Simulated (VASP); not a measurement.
## V: single point with PBEsol

Crystal: V.

```
CELL_PARAMETERS angstrom
2.60429 0.00000 0.00000
-1.30215 2.25538 0.00000
0.00000 0.00000 4.72334
ATOMIC_POSITIONS crystal
V 0.33333 0.66667 0.25000
V 0.66667 0.33333 0.75000
```

This isn't the form of V at room conditions, which is bcc.

```json
{
  "Program": "VASP 6.6.1",
  "Task": "single point",
  "Functional": "PBEsol",
  "Potentials or basis": "VASP PAW PBE potentials, release 64 (V_sv)",
  "Cutoff": "520 eV",
  "k mesh": "12 × 12 × 6",
  "Occupations": "fermi-dirac, width 0.05 eV",
  "Spin": "collinear spin, ferromagnetic start",
  "Starting moments": "[2.0, 2.0] μB",
  "Dipole correction": "no",
  "k mesh for the DOS": "18 × 18 × 9",
  "Occupations for the DOS": "tetrahedron",
  "Further INCAR settings": "ALGO = Normal; EDIFF = 1e-06"
}
```

```yaml
Net_moment: 0.00 μB per cell
Valence_electrons_inside_the_program's_atomic_spheres: V 11.63
```

Levels at points of the mesh, in eV from the Fermi level:
Spin up:
```
           k point  band 9  band 10  band 11  band 12  band 13  band 14  band 15  band 16  band 17  band 18
(0.00, 0.00, 0.00)   -6.86    -3.44    -0.58    -0.23     0.33     0.33     0.64     0.64     1.82     1.82
(0.50, 0.00, 0.00)   -2.94    -2.86    -2.71    -0.37    -0.18     0.30     0.61     2.95     3.53     3.64
```
Spin down:
```
           k point  band 11  band 12  band 13  band 14  band 15  band 16
(0.00, 0.00, 0.00)    -0.58    -0.23     0.33     0.33     0.64     0.64
(0.50, 0.00, 0.00)    -2.71    -0.37    -0.18     0.30     0.61     2.95
```

Run time: 73 s on 1 thread of Intel(R) Xeon(R) 6975P-C (Granite Rapids) (shared host), peak memory 0.24 GiB.
